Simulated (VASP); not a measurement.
# Ge4Pd (P6/mmm) in VASP: notebook, part 2 of 2

VASP 6.6.1. The steps go on from the part before.

## (4) Single point, PBE

This run uses another cell than the first one, of 19.93 Å³/atom.

The input, INCAR:

```
SYSTEM = Ge4Pd
PREC     = Accurate       ! precision mode
ENCUT    = 520            ! plane-wave cutoff, eV
EDIFF    = 1E-6           ! SCF threshold, eV
ISMEAR   = 0              ! smearing method
SIGMA    = 0.1            ! smearing width, eV
LREAL    = .FALSE.        ! projectors in reciprocal space
LASPH    = .TRUE.         ! aspherical terms in the spheres
NELM     = 60             ! most SCF steps
ALGO     = Normal         ! electronic algorithm
ISIF     = 2              ! what is computed and relaxed
LWAVE    = .FALSE.        ! write WAVECAR
LCHARG   = .FALSE.        ! write CHGCAR
GGA      = PE             ! functional
NBANDS   = 41             ! bands
```

The input, KPOINTS:

```
Automatic mesh
0
G
  6 6 4
  0 0 0
```

The input, POSCAR:

```
Ge4Pd
1.0
    4.6317970631      0.0000000000      0.0000000000
   -2.3158985315      4.0112539219      0.0000000000
    0.0000000000      0.0000000000      5.3642974234
Ge Pd
4 1
Direct
    0.3333333333      0.6666666667      0.5000000000
    0.6666666667      0.3333333333      0.5000000000
    0.3333333333      0.6666666667      0.0000000000
    0.6666666667      0.3333333333      0.0000000000
    0.0000000000      0.0000000000      0.5000000000
```

Potentials or basis: VASP PAW PBE potentials, release 64 (Ge_d, Pd).

Command:

```console
$ cat potpaw_PBE.64/Ge_d/POTCAR potpaw_PBE.64/Pd/POTCAR > POTCAR
$ mpirun -np 1 vasp_std > vasp.out
```

OUTCAR:

```text
SYSTEM = Ge4Pd
   PREC = Accurate
   ENCUT = 520
   EDIFF = 1E-6
   ISMEAR = 0
   LREAL = .FALSE.
   LASPH = .TRUE.
   NELM = 60
   ISIF = 2
   GGA = PE

 ion  position               nearest neighbor table
   1  0.333  0.667  0.500-   5 2.67   2 2.67   2 2.67   5 2.67   5 2.67   2 2.67   3 2.68   3 2.68

   2  0.667  0.333  0.500-   5 2.67   1 2.67   1 2.67   5 2.67   5 2.67   1 2.67   4 2.68   4 2.68

   3  0.333  0.667  0.000-   4 2.67   4 2.67   4 2.67   1 2.68   1 2.68
[... 1126 lines left out ...]
  -------------------------------------------------------------------------------------
  Total       -0.1310561     -0.1310561      0.0685390     -0.0000000      0.0000000     -0.0000000
  in kB       -2.1068097     -2.1068097      1.1018076     -0.0000000      0.0000000     -0.0000000
  external PRESSURE =      -1.0372706 kB  Pullay stress =       0.0000000 kB

 VOLUME and BASIS-vectors are now :
 -----------------------------------------------------------------------------
  energy-cutoff  :      520.00
  volume of cell :       99.66
      direct lattice vectors                 reciprocal lattice vectors
     4.631797063  0.000000000  0.000000000     0.215898924  0.124649302  0.000000000
    -2.315898531  4.011253922  0.000000000     0.000000000  0.249298603  0.000000000
     0.000000000  0.000000000  5.364297423     0.000000000  0.000000000  0.186417702

 POSITION                                       TOTAL-FORCE (eV/Angst)
 -----------------------------------------------------------------------------------
     -0.00000      2.67417      2.68215        -0.000000     -0.000000      0.000000
      2.31590      1.33708      2.68215         0.000000      0.000000      0.000000
     -0.00000      2.67417      0.00000         0.000000      0.000000      0.000000
      2.31590      1.33708      0.00000        -0.000000     -0.000000      0.000000
      0.00000      0.00000      2.68215         0.000000      0.000000      0.000000
 -----------------------------------------------------------------------------------
    total drift:                                0.000000      0.000000      0.000000

  FREE ENERGIE OF THE ION-ELECTRON SYSTEM (eV)
  ---------------------------------------------------
  free  energy   TOTEN  =       -22.6639437380 eV

  energy  without entropy=      -22.6498911580  energy(sigma->0) =      -22.65691745
```

stdout:

```text
POSCAR found type information on POSCAR GePd
 POSCAR found :  2 types and       5 ions
 scaLAPACK will be used
 LDA part: xc-table for (Slater+PW92), standard interpolation
 POSCAR, INCAR and KPOINTS ok, starting setup
 FFT: planning ... GRIDC
 FFT: planning ... GRID_SOFT
 FFT: planning ... GRID
 WAVECAR not read
 entering main loop
```

It took 66 s on 1 thread of Intel Xeon Platinum 8488C (Sapphire Rapids), shared host; peak memory 0.25 GiB.

Results:

| Item | Value |
| --- | --- |
| Free energy | -22.6639 eV |
| Pressure | -0.1 GPa |
| Band gap on the k mesh | zero (bands 33 and 34 overlap by 2.42 eV) |

Levels at points of the mesh, in eV from the Fermi level:
```csv
k point,band 29,band 30,band 31,band 32,band 33,band 34,band 35,band 36,band 37,band 38
"(0.00, 0.00, 0.00)",-1.60,-1.22,-1.17,-1.17,-0.14,0.50,0.50,1.99,1.99,3.65
"(0.50, 0.00, 0.00)",-2.49,-2.22,-1.94,-1.11,-0.83,-0.76,2.46,4.04,4.13,5.89
"(0.00, 0.00, 0.50)",-2.21,-1.39,-1.39,0.07,1.02,1.21,1.21,1.25,1.25,2.96
"(0.50, 0.00, 0.50)",-2.26,-1.78,-1.36,-0.65,-0.60,1.44,2.07,2.75,3.47,5.15
```

## (5) Relaxation of cell and atoms, PBE

The input, INCAR:

```
SYSTEM = Ge4Pd
PREC = Accurate
ENCUT = 600
EDIFF = 1E-6
ISMEAR = 0
SIGMA = 0.1
LREAL = .False.
LASPH = .True.
NELM = 80
ALGO = Normal
ISIF = 3
LWAVE = .False.
LCHARG = .False.
GGA = PE
IBRION = 2
NSW = 90
EDIFFG = -0.04
```

The input, KPOINTS:

```
regular mesh
0
Gamma
  6 6 4
  0 0 0
```

POSCAR: that of step 4 with these lines changed.

```diff
@@ -2,5 +2,5 @@
 1.0
-    4.6317970631      0.0000000000      0.0000000000
-   -2.3158985315      4.0112539219      0.0000000000
-    0.0000000000      0.0000000000      5.3642974234
+    4.7163893253      0.0000000000      0.0000000000
+   -2.3581946626      4.0845129698      0.0000000000
+    0.0000000000      0.0000000000      5.1439762455
 Ge Pd
```

Potentials or basis: VASP PAW PBE potentials, release 64 (Ge_d, Pd).

Command:

```console
$ cat potpaw_PBE.64/Ge_d/POTCAR potpaw_PBE.64/Pd/POTCAR > POTCAR
$ mpirun -np 1 vasp_std > vasp.out
```

OUTCAR:

```text
SYSTEM = Ge4Pd
   PREC = Accurate
   ENCUT = 600
   EDIFF = 1E-6
   ISMEAR = 0
   LREAL = .False.
   LASPH = .True.
   NELM = 80
   ISIF = 3
   GGA = PE
   IBRION = 2
   NSW = 90
   EDIFFG = -0.04

 ion  position               nearest neighbor table
   1  0.333  0.667  0.500-   3 2.57   3 2.57   2 2.72   5 2.72   2 2.72   5 2.72   5 2.72   2 2.72

   2  0.667  0.333  0.500-   4 2.57   4 2.57   1 2.72   5 2.72   1 2.72   5 2.72   5 2.72   1 2.72

   3  0.333  0.667  0.000-   1 2.57   1 2.57   4 2.72   4 2.72   4 2.72
   4  0.667  0.333  0.000-   2 2.57   2 2.57   3 2.72   3 2.72   3 2.72
   5  0.000  0.000  0.500-   1 2.72   2 2.72   1 2.72   2 2.72   2 2.72   1 2.72

  LATTYP: Found a hexagonal cell.
 ALAT       =     4.7163893253
 C/A-ratio  =     1.0906598015

  Lattice vectors:

 A1 = (   4.7163893253,   0.0000000000,   0.0000000000)
 A2 = (  -2.3581946626,   4.0845129698,   0.0000000000)
 A3 = (   0.0000000000,   0.0000000000,   5.1439762455)

Analysis of symmetry for initial positions (statically):
=====================================================================
 Subroutine PRICEL returns:
 Original cell was already a primitive cell.

 Routine SETGRP: Setting up the symmetry group for a
 hexagonal supercell.

 Subroutine GETGRP returns: Found 24 space group operations
 (whereof 24 operations were pure point group operations)
 out of a pool of 24 trial point group operations.

The static configuration has the point symmetry D_6h.

Analysis of symmetry for dynamics (positions and initial velocities):
=====================================================================
 Subroutine PRICEL returns:
 Original cell was already a primitive cell.

 Routine SETGRP: Setting up the symmetry group for a
 hexagonal supercell.
[... 182 lines left out ...]
     -0.00000      2.72301      0.00000         0.000000     -0.000000      0.000000
      2.35819      1.36150      0.00000         0.000000     -0.000000      0.000000
      0.00000      0.00000      2.57199         0.000000      0.000000      0.000000
 -----------------------------------------------------------------------------------
    total drift:                                0.000000     -0.000000     -0.000000

  FREE ENERGIE OF THE ION-ELECTRON SYSTEM (eV)
  ---------------------------------------------------
  free  energy   TOTEN  =       -22.5237475080 eV

  energy  without entropy=      -22.4979583568  energy(sigma->0) =      -22.51085293

--------------------------------------- Ionic step        2  -------------------------------------------

 number of electron      66.0000018 magnetization

 Free energy of the ion-electron system (eV)
  ---------------------------------------------------
  ext. energy  EPLUGINS =         0.00000000
  ---------------------------------------------------
  free energy    TOTEN  =       -22.66429092 eV

  energy without entropy =      -22.65076178  energy(sigma->0) =      -22.65752635

 E-fermi :   5.8666     XC(G=0): -10.8725

 val. band max:        5.8013015130   @ k =   0.1667  -0.0000   0.2500
 cond. band min:       5.8683400758   @ k =   0.0000   0.0000   0.5000
 fundamental gap:      0.0670385628
 Fermi energy:         5.8665961153

 k-point     1 :       0.0000    0.0000    0.0000
  band No.  band energies     occupation
      1     -18.7343      2.00000
      2     -18.6433      2.00000
      3     -18.6304      2.00000
      4     -18.6304      2.00000
      5     -18.6157      2.00000
      6     -18.6157      2.00000
[... 871 lines left out ...]
     38       9.5925      0.00000
     39       9.5925      0.00000

------------------------ aborting loop because EDIFF is reached ----------------------------------------

  FORCE on cell =-STRESS in cart. coord.  units (eV):
  Direction    XX          YY          ZZ          XY          YZ          ZX
  --------------------------------------------------------------------------------------
  -------------------------------------------------------------------------------------
  Total        0.0941820      0.0941820     -0.0657009      0.0000000     -0.0000000     -0.0000000
  in kB        1.5142484      1.5142484     -1.0563332      0.0000000     -0.0000000     -0.0000000
  external PRESSURE =       0.6573879 kB  Pullay stress =       0.0000000 kB

 VOLUME and BASIS-vectors are now :
 -----------------------------------------------------------------------------
  energy-cutoff  :      600.00
  volume of cell :       99.65
      direct lattice vectors                 reciprocal lattice vectors
     4.624314188 -0.000000000 -0.000000000     0.216248282  0.124851004 -0.000000000
    -2.312157094  4.004773562 -0.000000000     0.000000000  0.249702008 -0.000000000
     0.000000000  0.000000000  5.380911885     0.000000000  0.000000000  0.185842107

 POSITION                                       TOTAL-FORCE (eV/Angst)
 -----------------------------------------------------------------------------------
     -0.00000      2.66985      2.69046        -0.000000     -0.000000     -0.000000
      2.31216      1.33492      2.69046         0.000000      0.000000      0.000000
     -0.00000      2.66985     -0.00000        -0.000000      0.000000     -0.000000
      2.31216      1.33492     -0.00000         0.000000     -0.000000      0.000000
      0.00000      0.00000      2.69046        -0.000000      0.000000     -0.000000
 -----------------------------------------------------------------------------------
    total drift:                                0.000000     -0.000000     -0.000000

  FREE ENERGIE OF THE ION-ELECTRON SYSTEM (eV)
  ---------------------------------------------------
  free  energy   TOTEN  =       -22.6642909217 eV

  energy  without entropy=      -22.6507617837  energy(sigma->0) =      -22.65752635

 reached required accuracy - stopping structural energy minimisation
```

OSZICAR:

```text
N       E                     dE             d eps       ncg     rms          rms(c)
DAV:   1     0.710863184813E+03    0.71086E+03   -0.35053E+04  2065   0.502E+03
DAV:   2     0.103073743117E+03   -0.60779E+03   -0.58983E+03  1638   0.109E+03
DAV:   3    -0.144293977688E+02   -0.11750E+03   -0.11466E+03  1757   0.247E+02
[... 16 lines left out ...]
DAV:   5    -0.226645206191E+02   -0.73068E-02   -0.10682E-01  1753   0.289E+00    0.332E-01
DAV:   6    -0.226643827750E+02    0.13784E-03   -0.55871E-03  2194   0.921E-01    0.129E-01
DAV:   7    -0.226642862331E+02    0.96542E-04   -0.89710E-04  2167   0.417E-01    0.278E-02
DAV:   8    -0.226642908725E+02   -0.46394E-05   -0.81518E-05  1918   0.839E-02    0.124E-02
DAV:   9    -0.226642909217E+02   -0.49155E-07   -0.32194E-06  1465   0.281E-02
   2 F= -.22664291E+02 E0= -.22657526E+02  d E =-.140543E+00
```

CONTCAR:

```text
Ge4Pd
   1.00000000000000
     4.6243141877044183   -0.0000000000011271   -0.0000000000000000
    -2.3121570938041613    4.0047735615886264   -0.0000000000000000
     0.0000000000000000    0.0000000000000000    5.3809118847651476
  Ge              Pd
     4     1
Direct
     0.3333333332999970    0.6666666667000030    0.5000000000000000
     0.6666666667000030    0.3333333332999970    0.5000000000000000
     0.3333333332999970    0.6666666667000030    0.0000000000000000
     0.6666666667000030    0.3333333332999970    0.0000000000000000
     0.0000000000000000    0.0000000000000000    0.5000000000000000

  0.00000000E+00  0.00000000E+00  0.00000000E+00
  0.00000000E+00  0.00000000E+00  0.00000000E+00
  0.00000000E+00  0.00000000E+00  0.00000000E+00
  0.00000000E+00  0.00000000E+00  0.00000000E+00
  0.00000000E+00  0.00000000E+00  0.00000000E+00
```

It took 2.5 min on 1 thread of Intel Xeon Platinum 8488C (Sapphire Rapids), shared host; peak memory 0.3 GiB.

Results:

- Free energy: -22.6643 eV
- Relaxed volume: 19.93 Å³/atom
- Relaxed cell: a = 4.624 Å, b = 4.624 Å, c = 5.381 Å, α = 90.00°, β = 90.00°, γ = 120.00°
- Space group after relaxing (to 0.1 Å): P6/mmm (No. 191)
- Energy gained by relaxing: 28.1 meV/atom
- Ionic steps: 2
- Pressure after relaxing: 0.1 GPa
- Band gap on the k mesh: zero (bands 33 and 34 overlap by 2.44 eV)

Stress tensor (GPa, compression positive):
```
 0.15  0.00  0.00
 0.00  0.15  0.00
 0.00  0.00 -0.11
```

The path:
```tsv
step	energy change (eV)	largest force (eV/Å)	pressure (GPa)	volume (Å³)
1	0.0000	0.0000	0.39	99.09
2	-0.1405	0.0000	0.07	99.65
```

Final structure:
```xyz
5
Lattice="4.6243 0.0000 0.0000 -2.3122 4.0048 0.0000 0.0000 0.0000 5.3809" Properties=species:S:1:pos:R:3 pbc="T T T"
Ge    0.0000    2.6698    2.6905
Ge    2.3122    1.3349    2.6905
Ge    0.0000    2.6698    0.0000
Ge    2.3122    1.3349    0.0000
Pd    0.0000    0.0000    2.6905
```

## (6) The runs side by side

```tsv
task	cell	k mesh	cutoff (eV)	gap on the mesh (eV)	pressure (GPa)
single point	a = 4.716, b = 4.716, c = 5.144 Å, angles 90.0, 90.0, 120.0°, 5 atoms	6 × 6 × 2	520	none	0.3
single point	a = 3.893, b = 3.893, c = 7.797 Å, angles 90.0, 90.0, 120.0°, 5 atoms	6 × 6 × 2	520	none	39.2
single point	a = 4.632, b = 4.632, c = 5.364 Å, angles 90.0, 90.0, 120.0°, 5 atoms	6 × 6 × 4	520	none	-0.1
relaxation of cell and atoms	relaxed from a = 4.716, b = 4.716, c = 5.144 Å, angles 90.0, 90.0, 120.0°, 5 atoms	6 × 6 × 4	600	none	0.1
```

Alike in all rows: level PBE; potentials or basis VASP PAW PBE potentials, release 64 (Ge_d, Pd); no spin polarisation; smearing gaussian 0.1 eV.

Caveats: some runs use coarse meshes.

Absolute energies hang on the potentials; compare differences alone.
